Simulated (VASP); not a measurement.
The system is Pt.

```xyz
2
Lattice="2.5349 0.0000 0.0000 -1.2675 2.1953 0.0000 0.0000 0.0000 4.3771" Properties=species:S:1:pos:R:3 pbc="T T T"
Pt    1.2675    0.7318    3.2828
Pt    0.0000    1.4635    1.0943
```

This isn't the form of Pt at room conditions, which is fcc.

Base run:

```yaml
Program: VASP 6.6.1
Functional: LDA
Potentials_or_basis: VASP PAW LDA potentials, release 64 (Pt)
Cutoff: 520 eV
k_mesh: 21 × 21 × 10
Occupations: gaussian, width 0.15 eV
Spin: collinear spin
Starting_moments: "[0.3, 0.3] μB"
Fixed_moment: 0.6 μB
```

Its results: pressure 104.1 GPa; site moments Pt +0.29 μB.

Task: The run is repeated on the same cell with these changes: fixed moment from 0.6 μB to 0.1 μB; moments at the start from [0.3, 0.3] to [0.05, 0.05]. What comes out?

Result: Pressure 103.3 GPa; site moments Pt +0.05 μB.

Caveats: the cell stands under pressure; the total moment is fixed, so each spin has its own Fermi level.
